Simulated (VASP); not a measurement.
Write the native input for VASP 6.6.1 that does the following.

```
Task                   : single point
Functional             : r2SCAN
Potentials or basis    : VASP PAW PBE potentials, release 64 (Nb_sv)
Cutoff                 : 550 eV
k mesh                 : 10 × 10 × 10
Occupations            : fermi-dirac, width 0.02 eV
Spin                   : no spin polarisation
Dipole correction      : no
Further INCAR settings : ALGO = Normal; EDIFF = 1e-06; NBANDS = 12
```

Crystal: Nb.

```xyz
1
Lattice="-1.6521 1.6521 1.6521 1.6521 -1.6521 1.6521 1.6521 1.6521 -1.6521" Properties=species:S:1:pos:R:3 pbc="T T T"
Nb    0.0000    0.0000    0.0000
```

One way to write it, as run:

POSCAR

```
Nb
1.0
   -1.6521128878      1.6521128878      1.6521128878
    1.6521128878     -1.6521128878      1.6521128878
    1.6521128878      1.6521128878     -1.6521128878
Nb
1
Direct
    0.0000000000      0.0000000000      0.0000000000
```

INCAR.step1

```
PREC = Accurate
ENCUT = 550
ISMEAR = -1
SIGMA = 0.02
LREAL = False
LASPH = True
NELM = 120
NBANDS = 12
GGA = PE
ALGO = Normal
EDIFF = 1E-5
LWAVE = True
LCHARG = False
GGA_COMPAT = False
```

INCAR.step2

```
PREC = Accurate
ENCUT = 550
EDIFF = 1E-6
ISMEAR = -1
SIGMA = 0.02
LREAL = False
LASPH = True
NELM = 120
ALGO = Normal
ISIF = 2
LWAVE = False
LCHARG = False
METAGGA = R2SCAN
LMIXTAU = True
NBANDS = 12
ISTART = 1
GGA_COMPAT = False
```

KPOINTS

```
Automatic mesh
0
Gamma
  10 10 10
```

Potentials or basis: VASP PAW PBE potentials, release 64 (Nb_sv).

Launch:

```console
$ cat potpaw_PBE.64/Nb_sv/POTCAR > POTCAR
$ cp INCAR.step1 INCAR
$ mpirun -np 1 vasp_std > vasp.out
$ cp INCAR.step2 INCAR
$ mpirun -np 1 vasp_std > vasp.out
```

Results of the run:

- Pressure: -0.2 GPa

Caveat: the PAW data sets were made with another functional, which shifts forces and pressure a little.

Wall time 47 s on 1 thread of Intel(R) Xeon(R) Platinum 8488C (Sapphire Rapids) (shared host), peak memory 0.14 GiB.
